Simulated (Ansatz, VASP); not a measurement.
# Two plane-wave programs on K3SBr

Contents of INCAR:

```
SYSTEM = K3SBr
ALGO = Normal
EDIFF = 1E-7
ENCUT = 520
GGA = PE
ISIF = 2
ISMEAR = 0
LASPH = .True.
LCHARG = .False.
LREAL = .False.
LWAVE = .False.
NBANDS = 28
NELM = 60
PREC = Accurate
SIGMA = 0.01
```

The input KPOINTS:

```
k-points
0
Gamma
  4 4 4
  0 0 0
```

Contents of POSCAR:

```
K3SBr
1.0
    5.9912294926      0.0000000000      0.0000000000
    0.0000000000      5.9912294926      0.0000000000
    0.0000000000      0.0000000000      5.9912294926
Br S K
1 1 3
Direct
    0.0000000000      0.0000000000      0.0000000000
    0.5000000000      0.5000000000      0.5000000000
    0.5000000000      0.5000000000      0.0000000000
    0.5000000000      0.0000000000      0.5000000000
    0.0000000000      0.5000000000      0.5000000000
```

Input for Ansatz:

```yaml
crystal:
  lattice:
    - [5.9912294926, 0.0, 0.0]
    - [0.0, 5.9912294926, 0.0]
    - [0.0, 0.0, 5.9912294926]
  atoms:
    - { symbol: Br, position: [0.0, 0.0, 0.0] }
    - { symbol: S, position: [0.5, 0.5, 0.5] }
    - { symbol: K, position: [0.5, 0.5, 0.0] }
    - { symbol: K, position: [0.5, 0.0, 0.5] }
    - { symbol: K, position: [0.0, 0.5, 0.5] }
kpoints:
  mp_grid: { grid: [4, 4, 4] }
hamiltonian:
  xc: pbe
scf:
  occupations: { method: fixed }
  n_extra_bands: 5
output:
  forces: true
  stress: true
  eigenvalues: true
```

Alike in both runs: task single point; functional PBE; k mesh 4 × 4 × 4; no spin polarisation.

```csv
,VASP,Ansatz
version,VASP 6.6.1,Ansatz 0.2.0
potentials or method,"VASP PAW PBE potentials, release 64 (Br, S, K_sv)","plane waves, PAW"
plane-wave cutoff (eV),520,420
occupations,"gaussian, width 0.01 eV",fixed
valence electrons in the cell,40,40
```

```tsv
	VASP	Ansatz	Ansatz less VASP
gap on the k mesh at the Fermi level (eV)	1.72	1.73	+0.003
pressure (GPa)	0.0	0.0	-0.02
```
